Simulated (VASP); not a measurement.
InP: single point with PBE

InP:

```
CELL_PARAMETERS angstrom
0.00000 2.91000 2.91000
2.91000 0.00000 2.91000
2.91000 2.91000 0.00000
ATOMIC_POSITIONS crystal
In 0.00000 0.00000 0.00000
P 0.25000 0.25000 0.25000
```

```
Program                : VASP 6.6.1
Task                   : single point
Functional             : PBE
Potentials or basis    : VASP PAW PBE potentials, release 64 (In_d, P)
Cutoff                 : 500 eV
k mesh                 : 4 × 4 × 4
Occupations            : gaussian, width 0.01 eV
Spin                   : no spin polarisation
Dipole correction      : no
Further INCAR settings : ALGO = Normal; EDIFF = 1e-06; NBANDS = 16
```

The pressure is 5.1 GPa. The band gap on the k mesh is 0.81 eV, direct.

Levels at points of the mesh, in eV from the valence-band top:
```tsv
k point	band 7	band 8	band 9	band 10	band 11	band 12
(0.00, 0.00, 0.00)	0.00	0.00	0.00	0.81	4.06	4.06
(0.50, 0.00, 0.00)	-5.86	-1.01	-1.01	1.53	4.78	4.78
(0.50, 0.50, 0.00)	-5.87	-2.40	-2.40	1.70	2.24	9.35
```

Wall time 8.8 s on 1 thread of Intel(R) Xeon(R) Platinum 8488C (Sapphire Rapids), with other jobs on the host, peak memory 0.16 GiB.

Caveat: the k points lie up to 0.47 Å⁻¹ apart; spin-orbit coupling is left out, which moves the levels of the heavy elements. PBE gaps usually lie below the measured ones, often by a third to a half.
